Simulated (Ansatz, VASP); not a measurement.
## Zn4HO4: VASP beside Ansatz

```xyz
9
Lattice="5.5148 0.0000 0.0000 0.0000 5.5148 0.0000 0.0000 0.0000 3.2430" Properties=species:S:1:pos:R:3 pbc="T T T"
Zn    1.1482    0.8832    1.6215
Zn    4.3658    4.6098    1.6215
Zn    3.9710    1.9256    0.0000
Zn    1.5441    3.5678    0.0000
O     4.6321    1.0482    1.6215
O     0.8822    4.4443    1.6215
O     3.5113    3.9029    0.0000
O     2.0035    1.5901    0.0000
H     5.5160   -2.7694    0.0000
```

Alike in both runs: functional PBEsol; k mesh 4 × 4 × 8; occupations gaussian, width 0.05 eV; no spin polarisation.

Ansatz relaxed the structure, and its values are those at the end. VASP's run is a single point on that final structure, the one shown.

|  | VASP | Ansatz |
| --- | --- | --- |
| version | VASP 6.6.1 | Ansatz 0.2.0 |
| potentials or method | VASP PAW PBE potentials, release 64 (Zn, O, H), cutoff 520 eV | scalar-relativistic, plane waves, PAW |
| valence electrons in the cell | 73 | 73 |

|  | VASP | Ansatz | Ansatz less VASP |
| --- | --- | --- | --- |
| gap on the k mesh at the Fermi level (eV) | none | none | - |
| pressure (GPa) | 0.8 | -0.1 | -0.85 |
| rms of the force components (eV/Å) | 0.014 | 0.007 | -0.0070 |

VASP's potentials were made for PBE, not for PBEsol, and Ansatz warns of the same on its side. A gap of «none» marks a metal or a gap that the smearing closes. Ansatz's warnings: stress scf threshold loose.
